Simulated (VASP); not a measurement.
# BiTe (Fm-3m) in VASP: notebook

BiTe is run at these levels: PBE; tasks: single point, relaxation of cell and atoms.

All numbers are computed with VASP 6.6.1; they aren't measurements. Logs are shortened: lines on timing, memory, paths and dates and some standing lists are left out, and cuts for length are marked.

## (1) The cell of the first run

Symmetry: Fm-3m, No. 225, cubic system. The conventional cell has a = 6.504 Å, b = 6.504 Å, c = 6.504 Å, α = 90.00°, β = 90.00°, γ = 90.00°. Within 4.3 Å of Bi (site symmetry m-3m) lie 6 Te at 3.25 Å. Within 4.3 Å of Te (site symmetry m-3m) lie 6 Bi at 3.25 Å.

## (2) Single point, PBE

Input file INCAR:

```
  PREC = Accurate
  ENCUT = 520
  EDIFF = 1E-7
  ISMEAR = 0
  SIGMA = 0.1
  LREAL = F
  LASPH = T
  NELM = 100
  ALGO = Normal
  ISIF = 2
  LWAVE = F
  LCHARG = F
  GGA = PE
  NBANDS = 18
```

Input file KPOINTS:

```
Automatic mesh
0
Gamma
  16 16 16
```

Input file POSCAR:

```
BiTe
1.0
    0.0000000000      3.2518755048      3.2518755048
    3.2518755048      0.0000000000      3.2518755048
    3.2518755048      3.2518755048      0.0000000000
Bi Te
1 1
Direct
    0.0000000000      0.0000000000      0.0000000000
    0.5000000000      0.5000000000      0.5000000000
```

Potentials or basis: VASP PAW PBE potentials, release 64 (Bi_d, Te).

Command:

```bash
$ cat potpaw_PBE.64/Bi_d/POTCAR potpaw_PBE.64/Te/POTCAR > POTCAR
$ mpirun -np 1 vasp_std > vasp.out
```

OUTCAR:

```text
PREC = Accurate
   ENCUT = 520
   EDIFF = 1E-7
   ISMEAR = 0
   LREAL = F
   LASPH = T
   NELM = 100
   ISIF = 2
   GGA = PE

 ion  position               nearest neighbor table
   1  0.000  0.000  0.000-   2 3.25   2 3.25   2 3.25   2 3.25   2 3.25   2 3.25
   2  0.500  0.500  0.500-   1 3.25   1 3.25   1 3.25   1 3.25   1 3.25   1 3.25

  LATTYP: Found a face centered cubic cell.
 ALAT       =     6.5037510096

  Lattice vectors:

 A1 = (   0.0000000000,   3.2518755048,   3.2518755048)
 A2 = (   3.2518755048,   0.0000000000,   3.2518755048)
 A3 = (   3.2518755048,   3.2518755048,   0.0000000000)

Analysis of symmetry for initial positions (statically):
=====================================================================
 Subroutine PRICEL returns:
 Original cell was already a primitive cell.

 Routine SETGRP: Setting up the symmetry group for a
 face centered cubic supercell.

 Subroutine GETGRP returns: Found 48 space group operations
 (whereof 48 operations were pure point group operations)
 out of a pool of 48 trial point group operations.

The static configuration has the point symmetry O_h .

Analysis of symmetry for dynamics (positions and initial velocities):
=====================================================================
 Subroutine PRICEL returns:
 Original cell was already a primitive cell.

 Routine SETGRP: Setting up the symmetry group for a
 face centered cubic supercell.

 Subroutine GETGRP returns: Found 48 space group operations
 (whereof 48 operations were pure point group operations)
 out of a pool of 48 trial point group operations.

The dynamic configuration has the point symmetry O_h .

 Subroutine INISYM returns: Found 48 space group operations
 (whereof 48 operations are pure point group operations),
 and found     1 'primitive' translations

----------------------------------------------------------------------------------------

                                     Primitive cell

  volume of cell :      68.7752

  direct lattice vectors                    reciprocal lattice vectors
     0.000000000  3.251875505  3.251875505    -0.153757424  0.153757424  0.153757424
     3.251875505  0.000000000  3.251875505     0.153757424 -0.153757424  0.153757424
     3.251875505  3.251875505  0.000000000     0.153757424  0.153757424 -0.153757424

  length of vectors
[... 79 lines left out ...]
   LASPH  =      T    aspherical Exc in radial PAW
   ENCUT  =  520.0 eV  38.22 Ry    6.18 a.u.   8.55  8.55  8.55*2*pi/ulx,y,z
   NELM   =    100;   NELMIN=  2; NELMDL= -5     # of ELM steps
   EDIFF  = 0.1E-06   stopping-criterion for ELM
   LREAL  =      F    real-space projection
   EDIFFG = 0.1E-05   stopping-criterion for IOM
   NSW    =      0    number of steps for IOM
   IBRION =     -1    ionic relax: 0-MD 1-quasi-New 2-CG
   NFREE  =      0    steps in history (QN), initial steepest desc. (CG)
   ISIF   =      2    stress and relaxation
   ISYM   =      2    0-nonsym 1-usesym 2-fastsym
   POTIM  = 0.5000    time-step for ionic-motion
   TEBEG  =    0.0;   TEEND  =   0.0 temperature during run
   PSTRESS=    0.0 pullay stress
   NELECT =      21.0000    total number of electrons
   NUPDOWN=      -1.0000    fix difference up-down
   EMIN   =  10.00;   EMAX   =-10.00  energy-range for DOS
   EFERMI =   0.00;   METHOD = LEGACY
   ISMEAR =     0;   SIGMA  =   0.10  broadening in eV -4-tet -1-fermi 0-gaus
   EFERMI_NEDOS =   21; number of points for ismear=-14 and -15
   IALGO  =     38    algorithm
   IMIX   =      4    mixing-type and parameters
     AMIX     =   0.40;   BMIX     =  1.00
     AMIX_MAG =   1.60;   BMIX_MAG =  1.00
  volume/ion in A,a.u.               =      34.39       232.06
  Fermi-wavevector in a.u.,A,eV,Ry     =   1.102395  2.083225 16.534826  1.215275
  Thomas-Fermi vector in A             =   2.238837
   LORBIT       =      0    0 simple, 1 ext, 2 COOP (PROOUT), +10 PAW based schemes
   GGA     = PE    functional components
   LHFCALC =     F    Hartree Fock is set to
   AEXX    =    0.0000 exact exchange contribution
   IVDW    =     0    specifies the selected vdW correction
   LEPSILON=     F    determine dielectric tensor
   LRPA    =     F    only Hartree local field effects (RPA)
 non-spin polarized calculation
 Gauss-broadening in eV      SIGMA  =   0.10
  energy-cutoff  :      520.00
  volume of cell :       68.78
 maximum number of plane-waves:      1880
 NGX is ok and might be reduce to    36
   NGX = 17   NGY = 17   NGZ = 17

 number of electron      20.9999996 magnetization

 Free energy of the ion-electron system (eV)
  ---------------------------------------------------
  ext. energy  EPLUGINS =         0.00000000
  ---------------------------------------------------
  free energy    TOTEN  =        -7.17682654 eV

  energy without entropy =       -7.16890737  energy(sigma->0) =       -7.17286696

 E-fermi :   6.4584     XC(G=0):  -9.3650

 val. band max:        6.4579885446   @ k =   0.4375   0.0625   0.0000
 cond. band min:       6.4593063124   @ k =  -0.3125   0.4375   0.1875
 fundamental gap:      0.0013177678
 Fermi energy:         6.4584479664

 k-point     1 :       0.0000    0.0000    0.0000
  band No.  band energies     occupation
      1     -16.6807      2.00000
      2     -16.6807      2.00000
      3     -16.6785      2.00000
      4     -16.6785      2.00000
      5     -16.6785      2.00000
      6      -6.9547      2.00000
[... 481 lines left out ...]
      5     -16.6777      2.00000
      6      -6.8636      2.00000
[... 10 lines left out ...]
     17      12.8906      0.00000
     18      13.6018      0.00000

 [... further k-points ...]

------------------------ aborting loop because EDIFF is reached ----------------------------------------

  FORCE on cell =-STRESS in cart. coord.  units (eV):
  Direction    XX          YY          ZZ          XY          YZ          ZX
  --------------------------------------------------------------------------------------
  -------------------------------------------------------------------------------------
  Total       -0.0267956     -0.0267956     -0.0267956      0.0000000     -0.0000000      0.0000000
  in kB       -0.6242275     -0.6242275     -0.6242275      0.0000000     -0.0000000      0.0000000
  external PRESSURE =      -0.6242275 kB  Pullay stress =       0.0000000 kB

 VOLUME and BASIS-vectors are now :
 -----------------------------------------------------------------------------
  energy-cutoff  :      520.00
  volume of cell :       68.78
      direct lattice vectors                 reciprocal lattice vectors
     0.000000000  3.251875505  3.251875505    -0.153757424  0.153757424  0.153757424
     3.251875505  0.000000000  3.251875505     0.153757424 -0.153757424  0.153757424
     3.251875505  3.251875505  0.000000000     0.153757424  0.153757424 -0.153757424

 POSITION                                       TOTAL-FORCE (eV/Angst)
 -----------------------------------------------------------------------------------
      0.00000      0.00000      0.00000         0.000000     -0.000000     -0.000000
      3.25188      3.25188      3.25188        -0.000000      0.000000      0.000000
 -----------------------------------------------------------------------------------
    total drift:                               -0.000000      0.000000      0.000000

  FREE ENERGIE OF THE ION-ELECTRON SYSTEM (eV)
  ---------------------------------------------------
  free  energy   TOTEN  =        -7.1768265398 eV

  energy  without entropy=       -7.1689073743  energy(sigma->0) =       -7.17286696
```

OSZICAR:

```text
N       E                     dE             d eps       ncg     rms          rms(c)
DAV:   1     0.157751865249E+03    0.15775E+03   -0.98225E+03  5220   0.112E+03
DAV:   2     0.467503195799E+01   -0.15308E+03   -0.14903E+03  5572   0.304E+02
DAV:   3    -0.686960526344E+01   -0.11545E+02   -0.11417E+02  6412   0.884E+01
DAV:   4    -0.718746319724E+01   -0.31786E+00   -0.31715E+00  6338   0.155E+01
DAV:   5    -0.720136699685E+01   -0.13904E-01   -0.13903E-01  7198   0.310E+00    0.621E+00
DAV:   6    -0.717250751606E+01    0.28859E-01   -0.10167E-01  7418   0.192E+00    0.384E+00
DAV:   7    -0.717678738584E+01   -0.42799E-02   -0.26851E-02  5782   0.836E-01    0.617E-01
DAV:   8    -0.717669375891E+01    0.93627E-04   -0.39917E-03  6556   0.423E-01    0.112E-01
DAV:   9    -0.717682548203E+01   -0.13172E-03   -0.39364E-04  5886   0.120E-01    0.410E-02
DAV:  10    -0.717682656193E+01   -0.10799E-05   -0.13394E-05  7072   0.224E-02    0.287E-02
DAV:  11    -0.717682678586E+01   -0.22392E-06   -0.81545E-06  5646   0.168E-02    0.729E-03
DAV:  12    -0.717682644703E+01    0.33883E-06   -0.11049E-06  6518   0.787E-03    0.304E-03
DAV:  13    -0.717682653977E+01   -0.92745E-07   -0.13192E-07  4526   0.249E-03
   1 F= -.71768265E+01 E0= -.71728670E+01  d E =-.791917E-02
```

stdout:

```text
POSCAR found type information on POSCAR BiTe
 POSCAR found :  2 types and       2 ions
 scaLAPACK will be used
 LDA part: xc-table for (Slater+PW92), standard interpolation
 POSCAR, INCAR and KPOINTS ok, starting setup
 FFT: planning ... GRIDC
 FFT: planning ... GRID_SOFT
 FFT: planning ... GRID
 WAVECAR not read
 entering main loop
```

It took 76 s on 1 thread of AMD EPYC 9R45 (Zen 5), shared host; peak memory 0.3 GiB.

Results:

* Free energy: -7.1768 eV
* Pressure: -0.1 GPa
* Band gap on the k mesh: zero (an odd number of electrons rules out a gap without spin polarisation)

Levels at points of the mesh, in eV from the Fermi level:
```
           k point  band 6  band 7  band 8  band 9  band 10  band 11  band 12  band 13  band 14  band 15
(0.00, 0.00, 0.00)  -13.41   -8.18   -2.50   -2.50    -2.50     2.13     2.13     2.13     4.70     4.70
(0.50, 0.00, 0.00)  -11.50  -11.19   -1.88   -1.88    -1.60    -0.80    -0.59    -0.59     7.29     7.73
(0.50, 0.50, 0.00)  -11.71   -9.95   -5.55   -3.94    -3.94     2.30     3.52     3.52     4.85     8.62
```

Caveat: spin-orbit coupling is left out, which moves the levels of the heavy elements.

## (3) Relaxation of cell and atoms, PBE

This run uses another cell than the first one, of 33.86 Å³/atom.

Input file INCAR:

```
ALGO = Normal ; EDIFF = 1E-6
EDIFFG = -0.01 ; ENCUT = 600
GGA = PE ; IBRION = 2
ISIF = 3 ; ISMEAR = 0
LASPH = T ; LCHARG = F
LREAL = F ; LWAVE = F
NELM = 60 ; NSW = 100
PREC = Accurate ; SIGMA = 0.1
```

Input file KPOINTS:

```
k-points
0
Gamma
  16 16 16
```

Input file POSCAR:

```
BiTe
1.0
    0.0000000000      3.2350000000      3.2350000000
    3.2350000000      0.0000000000      3.2350000000
    3.2350000000      3.2350000000      0.0000000000
Bi Te
1 1
Direct
    0.0000000000      0.0000000000      0.0000000000
    0.5000000000      0.5000000000      0.5000000000
```

Potentials or basis: VASP PAW PBE potentials, release 64 (Bi_d, Te).

Command:

```bash
$ cat potpaw_PBE.64/Bi_d/POTCAR potpaw_PBE.64/Te/POTCAR > POTCAR
$ mpirun -np 1 vasp_std > vasp.out
```

Wall time 2.5 min (1 thread of AMD EPYC 9R45 (Zen 5), shared host); peak memory 0.34 GiB.

Results (log left out):

- Free energy: -7.1768 eV
- Relaxed volume: 34.36 Å³/atom
- Relaxed cell: a = 4.598 Å, b = 4.598 Å, c = 4.598 Å, α = 60.00°, β = 60.00°, γ = 60.00°
- Space group after relaxing (to 0.1 Å): Fm-3m (No. 225)
- Energy gained by relaxing: 1.1 meV/atom
- Ionic steps: 3
- Pressure after relaxing: 0.0 GPa
- Band gap on the k mesh: zero (an odd number of electrons rules out a gap without spin polarisation)

The path:
```
step  energy change (eV)  largest force (eV/Å)  pressure (GPa)  volume (Å³)
   1              0.0000                0.0000            0.72        67.71
   2             -0.0017                0.0000           -0.34        69.21
   3             -0.0022                0.0000            0.01        68.72
```

Final structure:
```
Bi Te
1.0
     0.00000    3.25101    3.25101
     3.25101    0.00000    3.25101
     3.25101    3.25101    0.00000
Bi Te
1 1
Direct
  0.00000 0.00000 0.00000
  0.50000 0.50000 0.50000
```

Levels at points of the mesh, in eV from the Fermi level:
| k point | band 8 | band 9 | band 10 | band 11 | band 12 | band 13 |
| --- | --- | --- | --- | --- | --- | --- |
| (0.00, 0.00, 0.00) | -2.50 | -2.50 | -2.50 | 2.13 | 2.13 | 2.13 |
| (0.50, 0.00, 0.00) | -1.89 | -1.89 | -1.60 | -0.80 | -0.60 | -0.60 |
| (0.50, 0.50, 0.00) | -5.55 | -3.94 | -3.94 | 2.30 | 3.52 | 3.52 |

Caveat: spin-orbit coupling is left out, which moves the levels of the heavy elements. Zero-point motion and thermal expansion aren't in these numbers.
